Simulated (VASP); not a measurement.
Wanted: the native input for a VASP 6.6.1 run.

- Task: single point
- Functional: PBE
- Potentials or basis: VASP PAW PBE potentials, release 64 (Li_sv, Ge_d, Br)
- Cutoff: 520 eV
- k mesh: 4 × 2 × 2
- Occupations: gaussian, width 0.1 eV
- Spin: no spin polarisation
- Dipole correction: no
- Further INCAR settings: ALGO = Normal; EDIFF = 1e-06; NBANDS = 49

The structure of LiGeBr3 lies in POSCAR:

```
LiGeBr3
1.0
    0.0000000000      0.0000000000      5.3709689499
    7.5565501581      0.0000000000      0.0000000000
    0.0000000000      7.5565501581      0.0000000000
Li Ge Br
2 2 6
Direct
    0.5000000000      0.0000000000      0.5000000000
    0.5000000000      0.5000000000      0.0000000000
    0.0000000000      0.5000000000      0.5000000000
    0.0000000000      0.0000000000      0.0000000000
    0.0000000000      0.8356236285      0.3356236285
    0.0000000000      0.6643763715      0.8356236285
    0.5000000000      0.5000000000      0.5000000000
    0.0000000000      0.1643763715      0.6643763715
    0.0000000000      0.3356236285      0.1643763715
    0.5000000000      0.0000000000      0.0000000000
```

The input as run:

INCAR

```
SYSTEM = LiGeBr3
PREC = Accurate ; ENCUT = 520
EDIFF = 1E-6 ; ISMEAR = 0
SIGMA = 0.1 ; LREAL = .FALSE.
LASPH = .TRUE. ; NELM = 80
ALGO = Normal ; ISIF = 2
LWAVE = .FALSE. ; LCHARG = .TRUE.
GGA = PE ; LELF = .TRUE.
LVHAR = .TRUE. ; NBANDS = 49
```

KPOINTS

```
regular mesh
0
G
  4 2 2
  0 0 0
```

Potentials or basis: VASP PAW PBE potentials, release 64 (Li_sv, Ge_d, Br).

Run with:

```sh
$ cat potpaw_PBE.64/Li_sv/POTCAR potpaw_PBE.64/Ge_d/POTCAR potpaw_PBE.64/Br/POTCAR > POTCAR
$ mpirun -np 1 vasp_std > vasp.out
```

Results of the run:

| Quantity | Value |
| --- | --- |
| Largest force | 0.026 eV/Å |
| Band gap on the k mesh | 0.98 eV |

Run time: 95 s on 1 thread of Intel(R) Xeon(R) Platinum 8488C (Sapphire Rapids) (shared host), peak memory 0.41 GiB.
